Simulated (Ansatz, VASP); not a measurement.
CuI in VASP and in Ansatz

The input INCAR:

```
  ALGO = Normal
  EDIFF = 1E-8
  ENCUT = 520
  GGA = CA
  ISIF = 2
  ISMEAR = -1
  LASPH = T
  LCHARG = F
  LEFG = T
  LREAL = F
  LWAVE = F
  NBANDS = 26
  NELM = 100
  PREC = Accurate
  SIGMA = 0.02
```

The input KPOINTS:

```
k-points
0
Gamma
  5 5 6
```

The input POSCAR:

```
CuI
1.0
    3.7822938498     -3.7599220542      0.0000000000
    3.7822938498      3.7599220542      0.0000000000
    0.0000000000      0.0000000000      4.3636751916
Cu I
2 2
Direct
    0.4204388300      0.5795611700      0.7500000000
    0.5795611700      0.4204388300      0.2500000000
    0.7700426800      0.2299573200      0.7500000000
    0.2299573200      0.7700426800      0.2500000000
```

Input for Ansatz:

```yaml
crystal:
  lattice:
    - [3.7822938498, -3.7599220542, 0.0]
    - [3.7822938498, 3.7599220542, 0.0]
    - [0.0, 0.0, 4.3636751916]
  atoms:
    - { symbol: Cu, position: [0.42043883, 0.57956117, 0.75] }
    - { symbol: Cu, position: [0.57956117, 0.42043883, 0.25] }
    - { symbol: I, position: [0.77004268, 0.22995732, 0.75] }
    - { symbol: I, position: [0.22995732, 0.77004268, 0.25] }
kpoints:
  mp_grid: { grid: [5, 5, 6] }
scf:
  occupations: { method: fermi_dirac, width: 0.02 }
hamiltonian:
  xc: lda
  pseudopotentials: { kind: all_electron, datasets: crystal }
output:
  forces: true
  stress: true
  eigenvalues: true
  efg: { contact_densities: true }
```

Change from the starting cell: volume scaled by 1.04, crystal datasets.

Alike in both runs: task electric field gradients; functional LDA; k mesh 5 × 5 × 6; occupations fermi-dirac, width 0.02 eV; no spin polarisation.

```csv
,VASP,Ansatz
version,VASP 6.6.1,Ansatz 0.2.0
potentials or method,"VASP PAW LDA potentials, release 64 (Cu, I), cutoff 520 eV","all-electron PAW with datasets made for the crystal, scalar-relativistic"
```

Ansatz gave:

```
gap on the k mesh at the Fermi level (eV)                     : 0.82
pressure (GPa)                                                : -4.2
traceless stress, the component that is largest in VASP (GPa) : 2.93
rms of the force components (eV/Å)                            : 0.279
size of Vzz on the site where it differs most (V/Å²)          : 440.9
```

**Question.** Estimate VASP's values.

**Answer.** gap on the k mesh at the Fermi level (eV): 0.86; pressure (GPa): -4.1; traceless stress, the component that is largest in VASP (GPa): 2.83; rms of the force components (eV/Å): 0.273; size of Vzz on the site where it differs most (V/Å²): 425.2.

LDA's correlation is that of Perdew and Zunger in VASP and of Perdew and Wang (1992) in Ansatz. Atom by atom the forces differ by 0.010 eV/Å (rms over components). Ansatz ran all-electron here, and VASP with PAW potentials.

Neither program's run includes spin-orbit coupling.
